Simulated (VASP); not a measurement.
Runs of VASP 6.6.1 on SiC. The structure is that of space group Cm (No. 8), or close to it. The cells are those of the table. 

```csv
cell,gap on the mesh (eV),pressure (GPa),largest force (eV/Å)
"a = 3.075, b = 3.075, c = 15.833 Å, angles 74.5, 74.5, 60.0°, 12 atoms",1.38,(b),1.31
"a = 3.075, b = 3.075, c = 15.224 Å, angles 82.7, 82.7, 60.0°, 12 atoms",0.81,(c),1.72
"a = 3.075, b = 3.075, c = 15.379 Å, angles 79.9, 79.9, 60.0°, 12 atoms",(a),-0.9,0.85
"a = 3.075, b = 3.075, c = 15.582 Å, angles 77.2, 77.2, 60.0°, 12 atoms",1.08,-0.8,1.61
"a = 3.075, b = 3.075, c = 15.121 Å, angles 85.6, 85.6, 60.0°, 12 atoms",0.51,1.3,2.49
```

Alike in all rows: task single point; level r2SCAN; potentials or basis VASP PAW PBE potentials, release 64 (Si, C); no spin polarisation; k mesh 10 × 10 × 2; cutoff (eV) 520; smearing gaussian 0.05 eV.

Q: Fill in the values left out.

A: (a) 1.18; (b) 0.8; (c) 1.0.

Caveats: the PAW data sets were made with another functional, which shifts forces and pressure a little; the stress differs along the axes, from -3 to 9 GPa (at least some runs); the stress differs along the axes, from -8 to 6 GPa (at least some runs); semilocal functionals underestimate gaps, and a narrow one can read as zero (at least some runs).

A k mesh can miss the band edges.
